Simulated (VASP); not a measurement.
# LiSi (Fd-3m) in VASP: a series of runs

The runs below take LiSi through single point, with LDA.

Everything below comes from runs of VASP 6.6.1. Logs are shortened: lines on timing, memory, paths and dates and some standing lists are left out, and cuts for length are marked.

## 1. The cell of the first run

It takes space group Fd-3m (No. 227, cubic). The conventional cell has a = 6.221 Å, b = 6.221 Å, c = 6.221 Å, α = 90.00°, β = 90.00°, γ = 90.00°. Within 3.6 Å of Li (site symmetry -43m) lie 4 Li at 2.69 Å and 10 Si at 2.69 to 3.11 Å. Within 3.6 Å of Si (site symmetry -43m) lie 10 Li at 2.69 to 3.11 Å and 4 Si at 2.69 Å.

## 2. Single point, LDA

The input, INCAR:

```
SYSTEM = LiSi
ALGO = Normal
EDIFF = 1E-6
ENCUT = 520
ISIF = 2
ISMEAR = 1
LASPH = .TRUE.
LCHARG = .FALSE.
LREAL = .FALSE.
LWAVE = .FALSE.
NBANDS = 15
NELM = 100
PREC = Accurate
SIGMA = 0.1
```

The input, KPOINTS:

```
k-points
0
G
  7 7 7
  0 0 0
```

The input, POSCAR:

```
LiSi
1.0
    0.0000000000      3.1106100000      3.1106100000
    3.1106100000      0.0000000000      3.1106100000
    3.1106100000      3.1106100000      0.0000000000
Li Si
2 2
Direct
    0.5000000000      0.5000000000      0.5000000000
    0.7500000000      0.7500000000      0.7500000000
    0.2500000000      0.2500000000      0.2500000000
    0.0000000000      0.0000000000      0.0000000000
```

Potentials or basis: VASP PAW LDA potentials, release 64 (Li_sv, Si).

On the command line:

```
$ cat potpaw_LDA.64/Li_sv/POTCAR potpaw_LDA.64/Si/POTCAR > POTCAR
$ mpirun -np 1 vasp_std > vasp.out
```

OUTCAR:

```text
SYSTEM = LiSi
   EDIFF = 1E-6
   ENCUT = 520
   ISIF = 2
   ISMEAR = 1
   LASPH = .TRUE.
   LREAL = .FALSE.
   NELM = 100
   PREC = Accurate

 ion  position               nearest neighbor table
   1  0.500  0.500  0.500-   3 2.69   3 2.69   3 2.69   3 2.69
   2  0.750  0.750  0.750-   4 2.69   4 2.69   4 2.69   4 2.69
   3  0.250  0.250  0.250-   1 2.69   4 2.69   4 2.69   4 2.69   4 2.69   1 2.69   1 2.69   1 2.69

   4  0.000  0.000  0.000-   2 2.69   3 2.69   2 2.69   2 2.69   2 2.69   3 2.69   3 2.69   3 2.69

  LATTYP: Found a face centered cubic cell.
 ALAT       =     6.2212200000

  Lattice vectors:

 A1 = (   0.0000000000,   3.1106100000,   3.1106100000)
 A2 = (   3.1106100000,   0.0000000000,   3.1106100000)
 A3 = (   3.1106100000,   3.1106100000,   0.0000000000)

Analysis of symmetry for initial positions (statically):
=====================================================================
 Subroutine PRICEL returns:
 Original cell was already a primitive cell.

 Routine SETGRP: Setting up the symmetry group for a
 face centered cubic supercell.

 Subroutine GETGRP returns: Found 48 space group operations
 (whereof 24 operations were pure point group operations)
 out of a pool of 48 trial point group operations.

The static configuration has the point symmetry T_d .
 The point group associated with its full space group is O_h .

Analysis of symmetry for dynamics (positions and initial velocities):
=====================================================================
 Subroutine PRICEL returns:
 Original cell was already a primitive cell.

 Routine SETGRP: Setting up the symmetry group for a
 face centered cubic supercell.

 Subroutine GETGRP returns: Found 48 space group operations
 (whereof 24 operations were pure point group operations)
 out of a pool of 48 trial point group operations.

The dynamic configuration has the point symmetry T_d .
 The point group associated with its full space group is O_h .

 Subroutine INISYM returns: Found 48 space group operations
 (whereof 24 operations are pure point group operations),
 and found     1 'primitive' translations

----------------------------------------------------------------------------------------

                                     Primitive cell

  volume of cell :      60.1959

  direct lattice vectors                    reciprocal lattice vectors
     0.000000000  3.110610000  3.110610000    -0.160740176  0.160740176  0.160740176
     3.110610000  0.000000000  3.110610000     0.160740176 -0.160740176  0.160740176
     3.110610000  3.110610000  0.000000000     0.160740176  0.160740176 -0.160740176

  length of vectors
     4.399066849  4.399066849  4.399066849     0.278410152  0.278410152  0.278410152

  position of ions in fractional coordinates (direct lattice)
     0.500000000  0.500000000  0.500000000
     0.750000000  0.750000000  0.750000000
     0.250000000  0.250000000  0.250000000
     0.000000000  0.000000000  0.000000000

  ion indices of the primitive-cell ions
   primitive index   ion index
                 1           1
                 2           2
                 3           3
                 4           4

----------------------------------------------------------------------------------------

 KPOINTS: k-points

Automatic generation of k-mesh.
 Grid dimensions read from file:
 generate k-points for:    7    7    7

 Generating k-lattice:

  Cartesian coordinates                     Fractional coordinates (reciprocal lattice)
    -0.022962882  0.022962882  0.022962882     0.142857143  0.000000000  0.000000000
     0.022962882 -0.022962882  0.022962882     0.000000000  0.142857143  0.000000000
     0.022962882  0.022962882 -0.022962882     0.000000000  0.000000000  0.142857143

  Length of vectors
     0.039772879  0.039772879  0.039772879

  Shift w.r.t. Gamma in fractional coordinates (k-lattice)
     0.000000000  0.000000000  0.000000000

 Subroutine IBZKPT returns following result:
 ===========================================

 Found     20 irreducible k-points:

 Following reciprocal coordinates:
            Coordinates               Weight
  0.000000  0.000000  0.000000      1.000000
  0.142857  0.000000  0.000000      8.000000
  0.285714  0.000000  0.000000      8.000000
  0.428571  0.000000  0.000000      8.000000
  0.142857  0.142857  0.000000      6.000000
  0.285714  0.142857  0.000000     24.000000
[... 12 lines left out ...]
 -0.428571  0.428571  0.142857     24.000000
 -0.285714  0.428571  0.142857     24.000000
   k-points           NKPTS =     20   k-points in BZ     NKDIM =     20   number of bands    NBANDS=     15
   number of dos      NEDOS =    301   number of ions     NIONS =      4
   total plane-waves  NPLWV =  46656
   dimension x,y,z NGX =    36 NGY =   36 NGZ =   36
   dimension x,y,z NGXF=    72 NGYF=   72 NGZF=   72
   ions per type =               2   2
   NGX,Y,Z   is equivalent  to a cutoff of  13.60, 13.60, 13.60 a.u.
   NGXF,Y,Z  is equivalent  to a cutoff of  27.21, 27.21, 27.21 a.u.
 SYSTEM =  LiSi
   PREC   = accura    normal or accurate (medium, high low for compatibility)
   ISTART =      0    job   : 0-new  1-cont  2-samecut
   ICHARG =      2    charge: 1-file 2-atom 10-const
   ISPIN  =      1    spin polarized calculation?
   LNONCOLLINEAR =      F non collinear calculations
   LSORBIT =      F    spin-orbit coupling
   LASPH  =      T    aspherical Exc in radial PAW
   ENCUT  =  520.0 eV  38.22 Ry    6.18 a.u.   8.18  8.18  8.18*2*pi/ulx,y,z
   NELM   =    100;   NELMIN=  2; NELMDL= -5     # of ELM steps
   EDIFF  = 0.1E-05   stopping-criterion for ELM
   LREAL  =      F    real-space projection
   EDIFFG = 0.1E-04   stopping-criterion for IOM
   NSW    =      0    number of steps for IOM
   IBRION =     -1    ionic relax: 0-MD 1-quasi-New 2-CG
   NFREE  =      0    steps in history (QN), initial steepest desc. (CG)
   ISIF   =      2    stress and relaxation
   ISYM   =      2    0-nonsym 1-usesym 2-fastsym
   POTIM  = 0.5000    time-step for ionic-motion
   TEBEG  =    0.0;   TEEND  =   0.0 temperature during run
   PSTRESS=    0.0 pullay stress
   NELECT =      14.0000    total number of electrons
   NUPDOWN=      -1.0000    fix difference up-down
   EMIN   =  10.00;   EMAX   =-10.00  energy-range for DOS
   EFERMI =   0.00;   METHOD = LEGACY
   ISMEAR =     1;   SIGMA  =   0.10  broadening in eV -4-tet -1-fermi 0-gaus
   EFERMI_NEDOS =   21; number of points for ismear=-14 and -15
   IALGO  =     38    algorithm
   IMIX   =      4    mixing-type and parameters
     AMIX     =   0.40;   BMIX     =  1.00
     AMIX_MAG =   1.60;   BMIX_MAG =  1.00
  volume/ion in A,a.u.               =      15.05       101.56
  Fermi-wavevector in a.u.,A,eV,Ry     =   1.006766  1.902512 13.790568  1.013578
  Thomas-Fermi vector in A             =   2.139529
   LORBIT       =      0    0 simple, 1 ext, 2 COOP (PROOUT), +10 PAW based schemes
   GGA     = CA    functional components
   LHFCALC =     F    Hartree Fock is set to
   AEXX    =    0.0000 exact exchange contribution
   IVDW    =     0    specifies the selected vdW correction
   LEPSILON=     F    determine dielectric tensor
   LRPA    =     F    only Hartree local field effects (RPA)
 non-spin polarized calculation
 Methfessel and Paxton  Order N= 1 SIGMA  =   0.10
  energy-cutoff  :      520.00
  volume of cell :       60.20
 maximum number of plane-waves:      1639
 NGX is ok and might be reduce to    36
   NGX = 17   NGY = 17   NGZ = 17

 number of electron      14.0000014 magnetization

 Free energy of the ion-electron system (eV)
  ---------------------------------------------------
  ext. energy  EPLUGINS =         0.00000000
  ---------------------------------------------------
  free energy    TOTEN  =       -15.84374996 eV

  energy without entropy =      -15.84328937  energy(sigma->0) =      -15.84359643

 E-fermi :   5.7025     XC(G=0):  -9.6175

 val. band max:        5.7024127649   @ k =  -0.2857   0.4286   0.1429
 cond. band min:       5.8148415718   @ k =   0.4286   0.2857   0.1429
 fundamental gap:      0.1124288069
 Fermi energy:         5.7024615932

 k-point     1 :       0.0000    0.0000    0.0000
  band No.  band energies     occupation
      1     -39.8856      2.00000
      2     -39.8311      2.00000
      3      -5.3305      2.00000
      4       4.0590      2.00000
      5       4.4145      2.00000
      6       4.4145      2.00000
      7       4.4145      2.00000
      8       5.5267      2.03224
      9       5.5267      2.03224
     10       5.5267      2.03224
     11       9.8153      0.00000
     12       9.8153      0.00000
     13       9.8153      0.00000
     14      10.5012      0.00000
     15      10.7823      0.00000

 k-point     2 :       0.1429    0.0000    0.0000
  band No.  band energies     occupation
      1     -39.8836      2.00000
      2     -39.8329      2.00000
      3      -5.1581      2.00000
      4       2.1594      2.00000
      5       4.0137      2.00000
      6       4.0137      2.00000
      7       4.6567      2.00000
      8       6.0321     -0.00003
      9       6.0321     -0.00003
     10       7.0785     -0.00000
     11       8.8767      0.00000
     12       8.8767      0.00000
     13      10.0648      0.00000
     14      11.1189      0.00000
     15      12.4803      0.00000
[... 293 lines left out ...]
      3      -3.1495      2.00000
      4      -1.7814      2.00000
      5       1.3749      2.00000
      6       1.6399      2.00000
      7       5.6714      1.49854
      8       5.6860      1.27444
      9       8.4305      0.00000
     10      10.0131      0.00000
     11      10.9386      0.00000
     12      11.7506      0.00000
     13      12.7611      0.00000
     14      13.3981      0.00000
     15      15.1298      0.00000

 k-point    20 :      -0.2857    0.4286    0.1429
  band No.  band energies     occupation
      1     -39.8618      2.00000
      2     -39.8542      2.00000
      3      -2.9073      2.00000
      4      -2.0519      2.00000
      5       1.0470      2.00000
      6       1.7274      2.00000
      7       5.7024      1.00083
      8       7.1567     -0.00000
      9       8.2497      0.00000
     10       8.4200      0.00000
     11      10.7966      0.00000
     12      11.1118      0.00000
     13      13.0532      0.00000
     14      13.2681      0.00000
     15      15.2884      0.00000

------------------------ aborting loop because EDIFF is reached ----------------------------------------

  FORCE on cell =-STRESS in cart. coord.  units (eV):
  Direction    XX          YY          ZZ          XY          YZ          ZX
  --------------------------------------------------------------------------------------
  -------------------------------------------------------------------------------------
  Total       -1.0317418     -1.0317418     -1.0317418     -0.0000000      0.0000000      0.0000000
  in kB      -27.4609104    -27.4609104    -27.4609104     -0.0000000      0.0000000      0.0000000
  external PRESSURE =     -27.4609104 kB  Pullay stress =       0.0000000 kB

 VOLUME and BASIS-vectors are now :
 -----------------------------------------------------------------------------
  energy-cutoff  :      520.00
  volume of cell :       60.20
      direct lattice vectors                 reciprocal lattice vectors
     0.000000000  3.110610000  3.110610000    -0.160740176  0.160740176  0.160740176
     3.110610000  0.000000000  3.110610000     0.160740176 -0.160740176  0.160740176
     3.110610000  3.110610000  0.000000000     0.160740176  0.160740176 -0.160740176

 POSITION                                       TOTAL-FORCE (eV/Angst)
 -----------------------------------------------------------------------------------
      3.11061      3.11061      3.11061         0.000000     -0.000000      0.000000
      4.66592      4.66592      4.66592         0.000000      0.000000     -0.000000
      1.55530      1.55530      1.55530        -0.000000     -0.000000     -0.000000
      0.00000      0.00000      0.00000         0.000000     -0.000000     -0.000000
 -----------------------------------------------------------------------------------
    total drift:                                0.000000      0.000000      0.000000

  FREE ENERGIE OF THE ION-ELECTRON SYSTEM (eV)
  ---------------------------------------------------
  free  energy   TOTEN  =       -15.8437499610 eV

  energy  without entropy=      -15.8432893740  energy(sigma->0) =      -15.84359643
```

Wall time 25 s (1 thread of Intel Xeon 8259CL, shared host); peak memory 0.16 GiB.

What came out:

| Property | Result |
| --- | --- |
| Free energy | -15.8437 eV |
| Band gap on the k mesh | zero (band 7 reaches 5.81 eV, above the bottom of band 8 at 4.89 eV) |

Levels at points of the mesh, in eV from the Fermi level:
| k point | band 5 | band 6 | band 7 | band 8 | band 9 | band 10 |
| --- | --- | --- | --- | --- | --- | --- |
| (0.00, 0.00, 0.00) | -1.29 | -1.29 | -1.29 | -0.18 | -0.18 | -0.18 |

Caveat: the cutoff is under 1.25 times the usual one of these potentials, so pressure, stress and relaxed cells hold a basis-set (Pulay) error.

## 3. Single point, LDA

The input, INCAR:

```
SYSTEM = LiSi
PREC = Accurate ; ENCUT = 520
EDIFF = 1E-6 ; ISMEAR = 1
SIGMA = 0.1 ; LREAL = .False.
LASPH = .True. ; NELM = 80
ALGO = Normal ; ISIF = 2
LWAVE = .False. ; LCHARG = .False.
GGA = CA ; NBANDS = 15
```

The input, KPOINTS:

```
Automatic mesh
0
Gamma
  7 7 7
  0 0 0
```

POSCAR is that of step 2.

Potentials or basis: VASP PAW LDA potentials, release 64 (Li_sv, Si).

On the command line:

```
$ cat potpaw_LDA.64/Li_sv/POTCAR potpaw_LDA.64/Si/POTCAR > POTCAR
$ mpirun -np 1 vasp_std > vasp.out
```

Wall time 28 s (1 thread of Intel Xeon 8259CL, shared host); peak memory 0.17 GiB.

Results (log left out):

| Property | Result |
| --- | --- |
| Free energy | -15.8437 eV |
| Band gap on the k mesh | zero (band 7 reaches 5.81 eV, above the bottom of band 8 at 4.89 eV) |

Levels at points of the mesh, in eV from the Fermi level:
```
           k point  band 4  band 5  band 6  band 7  band 8  band 9  band 10  band 11
(0.00, 0.00, 0.00)   -1.64   -1.29   -1.29   -1.29   -0.18   -0.18    -0.18     4.11
```

Caveat: the cutoff is under 1.25 times the usual one of these potentials, so pressure, stress and relaxed cells hold a basis-set (Pulay) error.

## 4. Single point, LDA

The input, INCAR:

```
ALGO = Normal ; EDIFF = 1E-7
ENCUT = 520 ; ISIF = 2
ISMEAR = 1 ; LASPH = T
LCHARG = F ; LREAL = F
LWAVE = F ; NBANDS = 15
NELM = 80 ; PREC = Accurate
SIGMA = 0.1
```

The input, KPOINTS:

```
k-points
0
Gamma
  7 7 7
```

POSCAR is that of step 3.

On the command line:

```
$ cat potpaw_LDA.64/Li_sv/POTCAR potpaw_LDA.64/Si/POTCAR > POTCAR
$ mpirun -np 1 vasp_std > vasp.out
```

It took 31 s on 1 thread of Intel Xeon 8259CL, shared host; peak memory 0.17 GiB.

It converged, with:

```yaml
Free_energy: -15.8437 eV
Band_gap_on_the_k_mesh: zero (band 7 reaches 5.81 eV, above the bottom of band 8 at 4.89 eV)
```

Levels at points of the mesh, in eV from the Fermi level:
```csv
k point,band 3,band 4,band 5,band 6,band 7,band 8,band 9,band 10,band 11,band 12
"(0.00, 0.00, 0.00)",-11.03,-1.64,-1.29,-1.29,-1.29,-0.18,-0.18,-0.18,4.11,4.11
```

Caveat: the cutoff is under 1.25 times the usual one of these potentials, so pressure, stress and relaxed cells hold a basis-set (Pulay) error.
